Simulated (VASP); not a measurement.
# PbF2 (Pnma) in VASP: notebook, part 2 of 2

VASP 6.6.1. Earlier steps stand in the parts before.

## Step 3: Electric field gradients, r2SCAN

Input file POSCAR:

```
PbF2
1.0
    6.4400000000      0.0000000000      0.0000000000
    0.0000000000      3.8990000000      0.0000000000
    0.0000000000      0.0000000000      7.6510000000
Pb F
4 8
Direct
    0.2556530546      0.2500000000      0.1049836709
    0.2443469454      0.7500000000      0.6049836709
    0.7556530546      0.2500000000      0.3950163291
    0.7443469454      0.7500000000      0.8950163291
    0.8591749973      0.2500000000      0.0675376107
    0.6408250027      0.7500000000      0.5675376107
    0.3591749973      0.2500000000      0.4324623893
    0.1408250027      0.7500000000      0.9324623893
    0.4749521863      0.2500000000      0.8440020086
    0.0250478137      0.7500000000      0.3440020086
    0.9749521863      0.2500000000      0.6559979914
    0.5250478137      0.7500000000      0.1559979914
```

Input file INCAR.step1:

```
PREC = Accurate ; ENCUT = 520
ISMEAR = -1 ; SIGMA = 0.02
LREAL = F ; LASPH = T
NELM = 80 ; NBANDS = 68
GGA = PE ; ALGO = Normal
EDIFF = 1E-4 ; LWAVE = T
LCHARG = F
```

Input file INCAR.step2:

```
PREC = Accurate ; ENCUT = 520
EDIFF = 1E-8 ; ISMEAR = -1
SIGMA = 0.02 ; LREAL = F
LASPH = T ; NELM = 80
ALGO = Normal ; ISIF = 2
LWAVE = F ; LCHARG = F
METAGGA = R2SCAN ; LMIXTAU = T
LEFG = T ; NBANDS = 68
ISTART = 1
```

Input file KPOINTS:

```
regular mesh
0
Gamma
  3 5 3
```

Potentials or basis: VASP PAW PBE potentials, release 64 (Pb_d, F).

Started as:

```console
$ cat potpaw_PBE.64/Pb_d/POTCAR potpaw_PBE.64/F/POTCAR > POTCAR
$ cp INCAR.step1 INCAR
$ mpirun -np 1 vasp_std > vasp.out
$ cp INCAR.step2 INCAR
$ mpirun -np 1 vasp_std > vasp.out
```

OUTCAR:

```text
PREC = Accurate
   ENCUT = 520
   EDIFF = 1E-8
   ISMEAR = -1
   LREAL = F
   LASPH = T
   NELM = 80
   ISIF = 2
   METAGGA = R2SCAN
   ISTART = 1

 ion  position               nearest neighbor table
   1  0.256  0.250  0.105-   9 2.45   8 2.47   8 2.47   5 2.57   7 2.59  12 2.64  12 2.64   3 3.91
                             3 3.91   4 4.04   4 4.04
   2  0.244  0.750  0.605-  10 2.45   7 2.47   7 2.47   6 2.57   8 2.59  11 2.64  11 2.64   4 3.91
                             4 3.91   3 4.04   3 4.04
   3  0.756  0.250  0.395-  11 2.45   6 2.47   6 2.47   7 2.57   5 2.59  10 2.64  10 2.64   1 3.91
                             1 3.91   2 4.04   2 4.04
   4  0.744  0.750  0.895-  12 2.45   5 2.47   5 2.47   8 2.57   6 2.59   9 2.64   9 2.64   2 3.91
                             2 3.91   1 4.04   1 4.04
   5  0.859  0.250  0.068-   4 2.47   4 2.47   1 2.57   3 2.59
   6  0.641  0.750  0.568-   3 2.47   3 2.47   2 2.57   4 2.59
   7  0.359  0.250  0.432-   2 2.47   2 2.47   3 2.57   1 2.59
   8  0.141  0.750  0.932-   1 2.47   1 2.47   4 2.57   2 2.59
   9  0.475  0.250  0.844-   1 2.45   4 2.64   4 2.64
[... 1123 lines left out ...]
   2      25.750     9.951   -35.701       0.443
   3      25.750     9.951   -35.701       0.443
   4      25.750     9.951   -35.701       0.443
   5      12.902     5.117   -18.019       0.432
   6      12.902     5.117   -18.019       0.432
   7      12.902     5.117   -18.019       0.432
   8      12.902     5.117   -18.019       0.432
   9      -8.998    -0.963     9.961       0.807
  10      -8.998    -0.963     9.961       0.807
  11      -8.998    -0.963     9.961       0.807
  12      -8.998    -0.963     9.961       0.807
----------------------------------------------------------------------

           NMR quadrupolar parameters

 Cq : quadrupolar parameter    Cq=e*Q*V_zz/h
 eta: asymmetry parameters     (V_yy - V_xx)/ V_zz
 Q  : nuclear electric quadrupole moment in mb (millibarn)
----------------------------------------------------------------------
 ion       Cq(MHz)       eta       Q (mb)
----------------------------------------------------------------------
   1      -0.086       0.443       1.000
   2      -0.086       0.443       1.000
   3      -0.086       0.443       1.000
   4      -0.086       0.443       1.000
   5      -0.044       0.432       1.000
   6      -0.044       0.432       1.000
   7      -0.044       0.432       1.000
   8      -0.044       0.432       1.000
   9       0.024       0.807       1.000
  10       0.024       0.807       1.000
  11       0.024       0.807       1.000
  12       0.024       0.807       1.000
----------------------------------------------------------------------
```

OSZICAR.step1:

```text
N       E                     dE             d eps       ncg     rms          rms(c)
DAV:   1     0.176193239096E+04    0.17619E+04   -0.54637E+04  1632   0.199E+03
DAV:   2     0.266251925100E+03   -0.14957E+04   -0.14153E+04  1768   0.585E+02
DAV:   3    -0.422531748906E+02   -0.30851E+03   -0.29433E+03  1948   0.280E+02
DAV:   4    -0.639724134279E+02   -0.21719E+02   -0.21496E+02  2112   0.793E+01
DAV:   5    -0.645023685912E+02   -0.52996E+00   -0.52634E+00  1828   0.127E+01    0.157E+01
DAV:   6    -0.570515863389E+02    0.74508E+01   -0.28691E+01  2220   0.288E+01    0.527E+00
DAV:   7    -0.570677912396E+02   -0.16205E-01   -0.21070E+00  1696   0.559E+00    0.319E+00
DAV:   8    -0.570462613312E+02    0.21530E-01   -0.46269E-01  1676   0.417E+00    0.933E-01
DAV:   9    -0.570340807518E+02    0.12181E-01   -0.66635E-02  2336   0.128E+00    0.174E-01
DAV:  10    -0.570366953387E+02   -0.26146E-02   -0.76155E-03  1984   0.496E-01    0.737E-02
DAV:  11    -0.570367562289E+02   -0.60890E-04   -0.16895E-04  1284   0.106E-01
   1 F= -.57036756E+02 E0= -.57036756E+02  d E =-.333144E-11
```

It took 6.7 min on 1 thread of Intel Xeon Platinum 8488C (Sapphire Rapids), shared host; peak memory 0.37 GiB.

What came out:

- Free energy: -280.6172 eV
- Pressure: -0.7 GPa
- Largest force: 0.049 eV/Å
- Band gap on the k mesh: 4.76 eV (least direct gap 5.02 eV)
- Largest electric field gradient by atom: Pb -35.7; F -18.0, +10.0 (each value once) V/Å²

Forces in eV/Å, atoms in the order of the input:
```
Pb  -0.026  0.000 -0.040
Pb   0.026  0.000 -0.040
Pb  -0.026  0.000  0.040
Pb   0.026  0.000  0.040
F   -0.005  0.000 -0.049
F    0.005  0.000 -0.049
F   -0.005  0.000  0.049
F    0.005  0.000  0.049
F   -0.004  0.000  0.048
F    0.004  0.000  0.048
F   -0.004  0.000 -0.048
F    0.004  0.000 -0.048
```

Levels at points of the mesh, in eV from the valence-band top:
| k point | band 54 | band 55 | band 56 | band 57 | band 58 | band 59 |
| --- | --- | --- | --- | --- | --- | --- |
| (0.00, 0.00, 0.00) | -0.36 | -0.30 | -0.26 | 4.76 | 5.37 | 6.20 |

Electric field gradients, principal values (V/Å²):
| atom | least | middle | greatest (by size) |
| --- | --- | --- | --- |
| 1 Pb | 9.951 | 25.750 | -35.701 |
| 2 Pb | 9.951 | 25.750 | -35.701 |
| 3 Pb | 9.951 | 25.750 | -35.701 |
| 4 Pb | 9.951 | 25.750 | -35.701 |
| 5 F | 5.117 | 12.902 | -18.019 |
| 6 F | 5.117 | 12.902 | -18.019 |
| 7 F | 5.117 | 12.902 | -18.019 |
| 8 F | 5.117 | 12.902 | -18.019 |
| 9 F | -0.963 | -8.998 | 9.961 |
| 10 F | -0.963 | -8.998 | 9.961 |
| 11 F | -0.963 | -8.998 | 9.961 |
| 12 F | -0.963 | -8.998 | 9.961 |

Caveat: without QUAD_EFG the Cq values of the log hold for a quadrupole moment of 1 mb, not for the nuclei; the PAW data sets were made with another functional, which shifts forces and pressure a little; spin-orbit coupling is left out, which moves the levels of the heavy elements; an odd mesh through Γ misses points on the zone boundary, where band edges can lie.
